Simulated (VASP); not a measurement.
# ScGa3Te (Pm-3m) in VASP: further runs

Runs on ScGa3Te. Level: PBE. Tasks: single point, relaxation of cell and atoms.

All numbers are computed with VASP 6.6.1; they aren't measurements. Logs are shortened: lines on timing, memory, paths and dates and some standing lists are left out, and cuts for length are marked.

## Step 1: The cell of the first run

Symmetry: Pm-3m, No. 221, cubic system. The conventional cell has a = 4.850 Å, b = 4.850 Å, c = 4.850 Å, α = 90.00°, β = 90.00°, γ = 90.00°. Within 4.5 Å of Sc (site symmetry m-3m) lie 12 Ga at 3.43 Å and 8 Te at 4.20 Å. Ga (site symmetry 4/mmm) has 2 Te at 2.42 Å within 3.2 Å. Within 3.2 Å of Te (site symmetry m-3m) lie 6 Ga at 2.42 Å.

## Step 2: Single point, PBE

File INCAR:

```
SYSTEM = ScGa3Te
ALGO     = Normal         ! electronic algorithm
EDIFF    = 1E-6           ! SCF threshold, eV
ENCUT    = 520            ! plane-wave cutoff, eV
GGA      = PE             ! functional
ISIF     = 2              ! what is computed and relaxed
ISMEAR   = 0              ! smearing method
LASPH    = .TRUE.         ! aspherical terms in the spheres
LCHARG   = .FALSE.        ! write CHGCAR
LREAL    = .FALSE.        ! projectors in reciprocal space
LWAVE    = .FALSE.        ! write WAVECAR
NBANDS   = 36             ! bands
NELM     = 60             ! most SCF steps
PREC     = Accurate       ! precision mode
SIGMA    = 0.1            ! smearing width, eV
```

File KPOINTS:

```
k-points
0
G
  4 4 4
  0 0 0
```

File POSCAR:

```
ScGa3Te
1.0
    4.8495543300      0.0000000000      0.0000000000
    0.0000000000      4.8495543300      0.0000000000
    0.0000000000      0.0000000000      4.8495543300
Sc Ga Te
1 3 1
Direct
    0.0000000000      0.0000000000      0.0000000000
    0.5000000000      0.5000000000      0.0000000000
    0.5000000000      0.0000000000      0.5000000000
    0.0000000000      0.5000000000      0.5000000000
    0.5000000000      0.5000000000      0.5000000000
```

Potentials or basis: VASP PAW PBE potentials, release 64 (Sc_sv, Ga_d, Te).

Started as:

```
cat potpaw_PBE.64/Sc_sv/POTCAR potpaw_PBE.64/Ga_d/POTCAR potpaw_PBE.64/Te/POTCAR > POTCAR
mpirun -np 1 vasp_std > vasp.out
```

OUTCAR:

```text
SYSTEM = ScGa3Te
   EDIFF = 1E-6
   ENCUT = 520
   GGA = PE
   ISIF = 2
   ISMEAR = 0
   LASPH = .TRUE.
   LREAL = .FALSE.
   NELM = 60
   PREC = Accurate

 ion  position               nearest neighbor table
   1  0.000  0.000  0.000-
   2  0.500  0.500  0.000-   5 2.42   5 2.42
   3  0.500  0.000  0.500-   5 2.42   5 2.42
   4  0.000  0.500  0.500-   5 2.42   5 2.42
   5  0.500  0.500  0.500-   2 2.42   3 2.42   4 2.42   2 2.42   3 2.42   4 2.42

  LATTYP: Found a simple cubic cell.
 ALAT       =     4.8495543300

  Lattice vectors:

 A1 = (   4.8495543300,   0.0000000000,   0.0000000000)
 A2 = (   0.0000000000,   4.8495543300,   0.0000000000)
 A3 = (   0.0000000000,   0.0000000000,   4.8495543300)

Analysis of symmetry for initial positions (statically):
=====================================================================
 Subroutine PRICEL returns:
 Original cell was already a primitive cell.

 Routine SETGRP: Setting up the symmetry group for a
 simple cubic supercell.

 Subroutine GETGRP returns: Found 48 space group operations
 (whereof 48 operations were pure point group operations)
 out of a pool of 48 trial point group operations.

The static configuration has the point symmetry O_h .

Analysis of symmetry for dynamics (positions and initial velocities):
=====================================================================
 Subroutine PRICEL returns:
 Original cell was already a primitive cell.

 Routine SETGRP: Setting up the symmetry group for a
 simple cubic supercell.

 Subroutine GETGRP returns: Found 48 space group operations
 (whereof 48 operations were pure point group operations)
 out of a pool of 48 trial point group operations.

The dynamic configuration has the point symmetry O_h .

 Subroutine INISYM returns: Found 48 space group operations
 (whereof 48 operations are pure point group operations),
 and found     1 'primitive' translations

----------------------------------------------------------------------------------------

                                     Primitive cell

  volume of cell :     114.0527

  direct lattice vectors                    reciprocal lattice vectors
     4.849554330  0.000000000  0.000000000     0.206204515  0.000000000  0.000000000
     0.000000000  4.849554330  0.000000000     0.000000000  0.206204515  0.000000000
     0.000000000  0.000000000  4.849554330     0.000000000  0.000000000  0.206204515

  length of vectors
     4.849554330  4.849554330  4.849554330     0.206204515  0.206204515  0.206204515

  position of ions in fractional coordinates (direct lattice)
     0.000000000  0.000000000  0.000000000
     0.500000000  0.500000000  0.000000000
     0.500000000  0.000000000  0.500000000
     0.000000000  0.500000000  0.500000000
     0.500000000  0.500000000  0.500000000

  ion indices of the primitive-cell ions
   primitive index   ion index
                 1           1
                 2           2
                 3           3
                 4           4
                 5           5

----------------------------------------------------------------------------------------

 KPOINTS: k-points

Automatic generation of k-mesh.
 Grid dimensions read from file:
 generate k-points for:    4    4    4

 Generating k-lattice:

  Cartesian coordinates                     Fractional coordinates (reciprocal lattice)
     0.051551129  0.000000000  0.000000000     0.250000000  0.000000000  0.000000000
     0.000000000  0.051551129  0.000000000     0.000000000  0.250000000  0.000000000
     0.000000000  0.000000000  0.051551129     0.000000000  0.000000000  0.250000000

  Length of vectors
     0.051551129  0.051551129  0.051551129

  Shift w.r.t. Gamma in fractional coordinates (k-lattice)
     0.000000000  0.000000000  0.000000000

 Subroutine IBZKPT returns following result:
 ===========================================

 Found     10 irreducible k-points:

 Following reciprocal coordinates:
            Coordinates               Weight
  0.000000  0.000000  0.000000      1.000000
  0.250000  0.000000  0.000000      6.000000
  0.500000  0.000000  0.000000      3.000000
  0.250000  0.250000  0.000000     12.000000
  0.500000  0.250000  0.000000     12.000000
  0.500000  0.500000  0.000000      3.000000
  0.250000  0.250000  0.250000      8.000000
  0.500000  0.250000  0.250000     12.000000
  0.500000  0.500000  0.250000      6.000000
  0.500000  0.500000  0.500000      1.000000
   k-points           NKPTS =     10   k-points in BZ     NKDIM =     10   number of bands    NBANDS=     36
   number of dos      NEDOS =    301   number of ions     NIONS =      5
   total plane-waves  NPLWV =  46656
   dimension x,y,z NGX =    36 NGY =   36 NGZ =   36
   dimension x,y,z NGXF=    72 NGYF=   72 NGZF=   72
   ions per type =               1   3   1
   NGX,Y,Z   is equivalent  to a cutoff of  12.34, 12.34, 12.34 a.u.
   NGXF,Y,Z  is equivalent  to a cutoff of  24.68, 24.68, 24.68 a.u.
 SYSTEM =  ScGa3Te
   PREC   = accura    normal or accurate (medium, high low for compatibility)
   ISTART =      0    job   : 0-new  1-cont  2-samecut
   ICHARG =      2    charge: 1-file 2-atom 10-const
   ISPIN  =      1    spin polarized calculation?
   LNONCOLLINEAR =      F non collinear calculations
   LSORBIT =      F    spin-orbit coupling
   LASPH  =      T    aspherical Exc in radial PAW
   ENCUT  =  520.0 eV  38.22 Ry    6.18 a.u.   9.02  9.02  9.02*2*pi/ulx,y,z
   NELM   =     60;   NELMIN=  2; NELMDL= -5     # of ELM steps
   EDIFF  = 0.1E-05   stopping-criterion for ELM
   LREAL  =      F    real-space projection
   EDIFFG = 0.1E-04   stopping-criterion for IOM
   NSW    =      0    number of steps for IOM
   IBRION =     -1    ionic relax: 0-MD 1-quasi-New 2-CG
   NFREE  =      0    steps in history (QN), initial steepest desc. (CG)
   ISIF   =      2    stress and relaxation
   ISYM   =      2    0-nonsym 1-usesym 2-fastsym
   POTIM  = 0.5000    time-step for ionic-motion
   TEBEG  =    0.0;   TEEND  =   0.0 temperature during run
   PSTRESS=    0.0 pullay stress
   NELECT =      56.0000    total number of electrons
   NUPDOWN=      -1.0000    fix difference up-down
   EMIN   =  10.00;   EMAX   =-10.00  energy-range for DOS
   EFERMI =   0.00;   METHOD = LEGACY
   ISMEAR =     0;   SIGMA  =   0.10  broadening in eV -4-tet -1-fermi 0-gaus
   EFERMI_NEDOS =   21; number of points for ismear=-14 and -15
   IALGO  =     38    algorithm
   IMIX   =      4    mixing-type and parameters
     AMIX     =   0.40;   BMIX     =  1.00
     AMIX_MAG =   1.60;   BMIX_MAG =  1.00
  volume/ion in A,a.u.               =      22.81       153.93
  Fermi-wavevector in a.u.,A,eV,Ry     =   1.291524  2.440626 22.694969  1.668033
  Thomas-Fermi vector in A             =   2.423288
   LORBIT       =      0    0 simple, 1 ext, 2 COOP (PROOUT), +10 PAW based schemes
   GGA     = PE    functional components
   LHFCALC =     F    Hartree Fock is set to
   AEXX    =    0.0000 exact exchange contribution
   IVDW    =     0    specifies the selected vdW correction
   LEPSILON=     F    determine dielectric tensor
   LRPA    =     F    only Hartree local field effects (RPA)
 non-spin polarized calculation
 Gauss-broadening in eV      SIGMA  =   0.10
  energy-cutoff  :      520.00
  volume of cell :      114.05
 maximum number of plane-waves:      3112
   NGX = 19   NGY = 19   NGZ = 19

 number of electron      56.0000054 magnetization

 Free energy of the ion-electron system (eV)
  ---------------------------------------------------
  ext. energy  EPLUGINS =         0.00000000
  ---------------------------------------------------
  free energy    TOTEN  =       -13.59636894 eV

  energy without entropy =      -13.56621583  energy(sigma->0) =      -13.58129239

 E-fermi :   5.6774     XC(G=0): -10.1510

 val. band max:        5.6633267041   @ k =   0.2500   0.2500   0.0000
 cond. band min:       5.7017497660   @ k =   0.5000   0.0000   0.0000
 fundamental gap:      0.0384230619
 Fermi energy:         5.6773580952

 k-point     1 :       0.0000    0.0000    0.0000
  band No.  band energies     occupation
      1     -44.9587      2.00000
      2     -23.5471      2.00000
      3     -23.5471      2.00000
      4     -23.5471      2.00000
      5     -10.6468      2.00000
      6      -9.4477      2.00000
[... 28 lines left out ...]
     35       8.3189      0.00000
     36       8.3189      0.00000

 k-point     2 :       0.2500    0.0000    0.0000
  band No.  band energies     occupation
      1     -44.9587      2.00000
      2     -23.5482      2.00000
      3     -23.5470      2.00000
      4     -23.5470      2.00000
      5     -10.5084      2.00000
      6      -9.5077      2.00000
[... 28 lines left out ...]
     35       8.9320      0.00000
     36       8.9377      0.00000

 k-point     3 :       0.5000    0.0000    0.0000
  band No.  band energies     occupation
      1     -44.9587      2.00000
      2     -23.5494      2.00000
      3     -23.5469      2.00000
      4     -23.5469      2.00000
      5     -10.3351      2.00000
      6      -9.5988      2.00000
[... 28 lines left out ...]
     35       9.1528      0.00000
     36       9.2020      0.00000
[... 196 lines left out ...]
 k-point     9 :       0.5000    0.5000    0.2500
  band No.  band energies     occupation
      1     -44.9586      2.00000
      2     -23.5489      2.00000
      3     -23.5489      2.00000
      4     -23.5478      2.00000
      5      -9.8087      2.00000
      6      -9.6252      2.00000
[... 28 lines left out ...]
     35       8.7982      0.00000
     36       8.7982      0.00000

 k-point    10 :       0.5000    0.5000    0.5000
  band No.  band energies     occupation
      1     -44.9586      2.00000
      2     -23.5488      2.00000
      3     -23.5488      2.00000
      4     -23.5488      2.00000
      5      -9.6346      2.00000
      6      -9.6346      2.00000
[... 28 lines left out ...]
     35       9.3098      0.00000
     36       9.3098      0.00000

------------------------ aborting loop because EDIFF is reached ----------------------------------------

  FORCE on cell =-STRESS in cart. coord.  units (eV):
  Direction    XX          YY          ZZ          XY          YZ          ZX
  --------------------------------------------------------------------------------------
  -------------------------------------------------------------------------------------
  Total       12.2458028     12.2458028     12.2458028      0.0000000      0.0000000      0.0000000
  in kB      172.0253136    172.0253136    172.0253136      0.0000000      0.0000000      0.0000000
  external PRESSURE =     172.0253136 kB  Pullay stress =       0.0000000 kB

 VOLUME and BASIS-vectors are now :
 -----------------------------------------------------------------------------
  energy-cutoff  :      520.00
  volume of cell :      114.05
      direct lattice vectors                 reciprocal lattice vectors
     4.849554330  0.000000000  0.000000000     0.206204515  0.000000000  0.000000000
     0.000000000  4.849554330  0.000000000     0.000000000  0.206204515  0.000000000
     0.000000000  0.000000000  4.849554330     0.000000000  0.000000000  0.206204515

 POSITION                                       TOTAL-FORCE (eV/Angst)
 -----------------------------------------------------------------------------------
      0.00000      0.00000      0.00000         0.000000      0.000000      0.000000
      2.42478      2.42478      0.00000         0.000000      0.000000      0.000000
      2.42478      0.00000      2.42478         0.000000      0.000000      0.000000
      0.00000      2.42478      2.42478         0.000000      0.000000      0.000000
      2.42478      2.42478      2.42478         0.000000      0.000000      0.000000
 -----------------------------------------------------------------------------------
    total drift:                                0.000000      0.000000      0.000000

  FREE ENERGIE OF THE ION-ELECTRON SYSTEM (eV)
  ---------------------------------------------------
  free  energy   TOTEN  =       -13.5963689448 eV

  energy  without entropy=      -13.5662158260  energy(sigma->0) =      -13.58129239
```

Run time: 36 s. Hardware: 1 thread of Intel Xeon Platinum 8259CL at 2.50GHz (Skylake/Cascade Lake), shared host; peak memory 0.22 GiB.

Results:

- Free energy: -13.5964 eV
- Pressure: 17.2 GPa
- Band gap on the k mesh: zero (band 28 reaches 6.74 eV, above the bottom of band 29 at 4.55 eV)

Caveat: spin-orbit coupling is left out, which moves the levels of the heavy elements.

(Continued in part 2 of 2.)
